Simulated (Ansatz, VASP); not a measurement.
**V: VASP beside Ansatz**

POSCAR

```
V
1.0
   -1.4917693513      1.4917693513      1.4917693513
    1.4917693513     -1.4917693513      1.4917693513
    1.4917693513      1.4917693513     -1.4917693513
V
1
Direct
    0.0000000000      0.0000000000      0.0000000000
```

Contents of INCAR.step1:

```
SYSTEM = V
PREC = Accurate ; ENCUT = 520
ISMEAR = -1 ; SIGMA = 0.1
LREAL = .FALSE. ; LASPH = .TRUE.
NELM = 60 ; NBANDS = 12
GGA = PE ; ALGO = Normal
EDIFF = 1E-4 ; LWAVE = .TRUE.
LCHARG = .FALSE.
```

The input INCAR.step2:

```
SYSTEM = V
PREC = Accurate ; ENCUT = 520
EDIFF = 1E-6 ; ISMEAR = -1
SIGMA = 0.1 ; LREAL = .FALSE.
LASPH = .TRUE. ; NELM = 60
ALGO = Normal ; ISIF = 2
LWAVE = .FALSE. ; LCHARG = .FALSE.
METAGGA = R2SCAN ; LMIXTAU = .TRUE.
NBANDS = 12 ; ISTART = 1
```

KPOINTS

```
regular mesh
0
G
  15 15 15
  0 0 0
```

Input for Ansatz:

```yaml
crystal:
  lattice:
    - [-1.4917693513, 1.4917693513, 1.4917693513]
    - [1.4917693513, -1.4917693513, 1.4917693513]
    - [1.4917693513, 1.4917693513, -1.4917693513]
  atoms:
    - { symbol: V, position: [0.0, 0.0, 0.0] }
hamiltonian:
  xc: r2scan
  pseudopotentials:
    kind: paw
    azcp:
      V: "pseudopotentials/V.paw.azcp"
basis:
  ecutwfc: 600
  fft_grid_basis: typed
kpoints:
  mp_grid: { grid: [15, 15, 15], shift: [0, 0, 0] }
magnetization:
  spin_polarized: false
scf:
  occupations: { method: fermi_dirac, width: 0.1 }
  lower_state_search: "off"
output:
  stress: true
  write_density: true
  write_potential: true
  elf: true
  volumetric_format: npy
```

Alike in both runs: task single point; functional r2SCAN; k mesh 15 × 15 × 15; occupations fermi-dirac, width 0.1 eV; no spin polarisation.

```csv
,VASP,Ansatz
version,VASP 6.6.1,Ansatz 0.2.0
potentials or method,"VASP PAW PBE potentials, release 64 (V_sv), cutoff 520 eV","plane waves (600 eV) with PAW, scalar-relativistic"
valence electrons in the cell,13,13
```

|  | VASP | Ansatz | Ansatz less VASP |
| --- | --- | --- | --- |
| pressure (GPa) | 0.7 | 0.0 | -0.71 |

VASP's potentials were made for PBE, not for r2SCAN. The functional is the same, so the differences come from potentials, cutoffs and numerics.
